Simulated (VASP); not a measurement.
A run of VASP 6.6.1 is set up as follows.

Contents of INCAR:

```
PREC = Accurate
ENCUT = 600
EDIFF = 1E-6
ISMEAR = 0
SIGMA = 0.1
LREAL = F
LASPH = T
NELM = 100
ALGO = Normal
ISIF = 3
LWAVE = F
LCHARG = F
GGA = PE
IBRION = 2
NSW = 90
EDIFFG = -0.04
```

The input KPOINTS:

```
Automatic mesh
0
Gamma
  6 6 6
```

POSCAR

```
B3Se2
1.0
    1.6542531438      0.9550834979      7.6683024508
   -1.6542531438      0.9550834979      7.6683024508
    0.0000000000     -1.9101669957      7.6683024508
B Se
3 2
Direct
    0.0000000000      0.0000000000      0.0000000000
    0.2095000000      0.2095000000      0.2095000000
    0.7905000000      0.7905000000      0.7905000000
    0.4000000000      0.4000000000      0.4000000000
    0.6000000000      0.6000000000      0.6000000000
```

Potentials or basis: VASP PAW PBE potentials, release 64 (B, Se).

The run is started by

```bash
$ cat potpaw_PBE.64/B/POTCAR potpaw_PBE.64/Se/POTCAR > POTCAR
$ mpirun -np 1 vasp_std > vasp.out
```

Problem. Estimate the space group after relaxing (to 0.1 Å).

Solution. R-3m (No. 166).

Problem. Predict the relaxed cell.

Solution. a = 7.915 Å, b = 7.915 Å, c = 7.915 Å, α = 22.63°, β = 22.63°, γ = 22.63°.

Final structure:
```cif
data_structure
_symmetry_space_group_name_H-M 'P 1'
_symmetry_Int_Tables_number 1
_cell_length_a 7.9145
_cell_length_b 7.9145
_cell_length_c 7.9145
_cell_angle_alpha 22.631
_cell_angle_beta 22.631
_cell_angle_gamma 22.631
_cell_volume 64.40
loop_
_atom_site_label
_atom_site_type_symbol
_atom_site_fract_x
_atom_site_fract_y
_atom_site_fract_z
_atom_site_occupancy
B1 B 0.00000 0.00000 0.00000 1
B2 B 0.16694 0.16694 0.16694 1
B3 B 0.83306 0.83306 0.83306 1
Se1 Se 0.39160 0.39160 0.39160 1
Se2 Se 0.60840 0.60840 0.60840 1
```

Caveat: an odd number of electrons without spin polarisation forces a metal; a magnetic or distorted state may lie lower.
